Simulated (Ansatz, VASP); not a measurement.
## MnS in VASP and in Ansatz

```
CELL_PARAMETERS angstrom
3.09904 0.00000 0.00000
0.00000 3.09904 0.00000
0.00000 0.00000 3.09904
ATOMIC_POSITIONS crystal
Mn 0.50000 0.50000 0.50000
S 0.00000 0.00000 0.00000
```

Alike in both runs: task single point; functional PBEsol; k mesh 7 × 7 × 7; collinear spin.

```csv
,VASP,Ansatz
version,VASP 6.6.1,Ansatz 0.2.0
potentials or method,"VASP PAW PBE potentials, release 64 (Mn_pv, S)","plane waves, PAW"
plane-wave cutoff (eV),520,420
occupations,"methfessel-paxton of order 1, width 0.2 eV","cold, width 0.2 eV"
valence electrons in the cell,19,21
```

VASP gave:

- pressure (GPa): -13.0
- net moment per atom (μB): 1.66
- size of the moment on the site where the two differ most (μB): 3.32

Problem. Which values does Ansatz return?

Solution. Pressure (GPa): -13.4; net moment per atom (μB): 1.65; size of the moment on the site where the two differ most (μB): 3.30.

VASP's potentials were made for PBE, not for PBEsol. Site moments also hang on the region over which each program counts them. VASP's potentials hold 19 valence electrons a cell and Ansatz's 21, so a difference there can come from the potentials and not from the codes. Ansatz's warnings: given moment on shells, stability check not made.
